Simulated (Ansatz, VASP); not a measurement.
**Two plane-wave programs on SrTiO3**

File INCAR:

```
ALGO = Normal
EDIFF = 1E-6
ENCUT = 520
GGA = PS
ISIF = 2
ISMEAR = 0
LASPH = T
LCHARG = F
LREAL = F
LWAVE = F
NBANDS = 28
NELM = 80
PREC = Accurate
SIGMA = 0.05
```

File KPOINTS:

```
k-points
0
Gamma
  8 8 8
```

File POSCAR:

```
SrTiO3
1.0
    3.8911201355      0.0000000000      0.0000000000
    0.0000000000      3.8911201355      0.0000000000
    0.0000000000      0.0000000000      3.8911201355
Sr Ti O
1 1 3
Direct
    0.0000000000      0.0000000000      0.0000000000
    0.6387775194      0.5000000000      0.5000000000
    0.0000000000      0.5000000000      0.5000000000
    0.5000000000      0.0000000000      0.5000000000
    0.5000000000      0.5000000000      0.0000000000
```

Input for Ansatz:

```yaml
crystal:
  lattice:
    - [3.8911201355, 0.0, 0.0]
    - [0.0, 3.8911201355, 0.0]
    - [0.0, 0.0, 3.8911201355]
  atoms:
    - { symbol: Sr, position: [0.0, 0.0, 0.0] }
    - { symbol: Ti, position: [0.6387775194, 0.5, 0.5] }
    - { symbol: O, position: [0.0, 0.5, 0.5] }
    - { symbol: O, position: [0.5, 0.0, 0.5] }
    - { symbol: O, position: [0.5, 0.5, 0.0] }
basis:
  ecutwfc: 420
kpoints:
  mp_grid: { grid: [8, 8, 8] }
hamiltonian:
  xc: pbesol
scf:
  occupations: { method: gaussian, width: 0.05 }
output:
  forces: true
  stress: true
  eigenvalues: true
```

Alike in both runs: task single point; functional PBEsol; k mesh 8 × 8 × 8; occupations gaussian, width 0.05 eV; no spin polarisation.

|  | VASP | Ansatz |
| --- | --- | --- |
| version | VASP 6.6.1 | Ansatz 0.2.0 |
| potentials or method | VASP PAW PBE potentials, release 64 (Sr_sv, Ti_sv, O), cutoff 520 eV | scalar-relativistic, plane waves, PAW |
| valence electrons in the cell | 40 | 40 |

|  | VASP | Ansatz | Ansatz less VASP |
| --- | --- | --- | --- |
| gap on the k mesh at the Fermi level (eV) | 1.84 | 1.89 | +0.050 |
| least direct gap on the mesh (eV) | 2.57 | 2.62 | +0.046 |
| rms of the force components (eV/Å) | 9.568 | 8.338 | -1.2301 |

VASP's potentials were made for PBE, not for PBEsol. Atom by atom the forces differ by 1.237 eV/Å (rms over components).
